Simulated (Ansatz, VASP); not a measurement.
One calculation of Si, two programs

```
Si
1.0
    10.86000    0.00000    0.00000
     0.00000   10.86000    0.00000
     0.00000    0.00000   10.86000
Si
63
Direct
  0.49983 0.00017 0.00050
  0.62524 0.12516 0.12545
  0.74983 0.24966 0.00036
  0.87658 0.37539 0.12592
  0.75039 0.00009 0.25074
  0.87500 0.12485 0.37536
  0.00068 0.99979 0.00076
  0.12500 0.12477 0.12562
  0.25054 0.24948 0.00035
  0.37560 0.37498 0.12512
  0.50055 0.49977 0.00081
  0.62611 0.62662 0.12652
  0.75068 0.74944 0.00018
  0.87384 0.87394 0.12615
  0.24963 0.99906 0.24973
  0.37510 0.12470 0.37479
  0.50063 0.25045 0.25004
  0.62588 0.37572 0.37775
  0.74821 0.49760 0.24883
  0.50071 0.99974 0.50079
  0.62529 0.12470 0.62527
  0.75081 0.24923 0.50026
  0.87374 0.37626 0.62375
  0.74954 0.99899 0.74977
  0.87531 0.12470 0.87470
  0.99957 0.50036 0.00012
  0.12405 0.62321 0.12660
  0.24970 0.74986 0.00072
  0.37475 0.87434 0.12508
  0.99983 0.24962 0.25104
  0.12354 0.37651 0.37433
  0.25057 0.49985 0.25076
  0.37496 0.62486 0.37534
  0.49966 0.74974 0.25104
  0.62677 0.87329 0.37420
  0.99959 0.00066 0.50025
  0.12497 0.12513 0.62538
  0.24953 0.24991 0.50065
  0.37463 0.37467 0.62476
  0.49925 0.50049 0.50027
  0.62645 0.62316 0.62421
  0.75007 0.74936 0.50073
  0.87674 0.87320 0.62372
  0.25045 0.99985 0.75059
  0.37518 0.12482 0.87539
  0.49988 0.24986 0.75065
  0.62515 0.37488 0.87609
  0.75041 0.49984 0.75116
  0.87494 0.62485 0.87551
  0.00153 0.75137 0.24975
  0.12429 0.87405 0.37762
  0.99990 0.50074 0.50047
  0.12389 0.62655 0.62426
  0.25090 0.74937 0.50028
  0.37566 0.87475 0.62486
  0.00082 0.25075 0.75005
  0.12497 0.37507 0.87577
  0.24952 0.49897 0.74988
  0.37505 0.62468 0.87494
  0.50077 0.75063 0.75014
  0.62534 0.87476 0.87570
  0.99991 0.74971 0.75130
  0.12511 0.87479 0.87605
```

Alike in both runs: functional LDA; k mesh 1 × 1 × 1; occupations gaussian, width 0.05 eV; no spin polarisation.

Ansatz relaxed the structure, and its values are those at the end. VASP's run is a single point on that final structure, the one shown.

|  | VASP | Ansatz |
| --- | --- | --- |
| version | VASP 6.6.1 | Ansatz 0.2.0 |
| potentials or method | VASP PAW LDA potentials, release 64 (Si), cutoff 520 eV | scalar-relativistic, plane waves, PAW |
| valence electrons in the cell | 252 | 252 |

```csv
,VASP,Ansatz,Ansatz less VASP
rms of the force components (eV/Å),0.010,0.009,-0.0004
```

Ansatz warns that its potentials were made for another functional, while VASP's fit it. LDA's correlation is that of Perdew and Zunger in VASP and of Perdew and Wang (1992) in Ansatz.
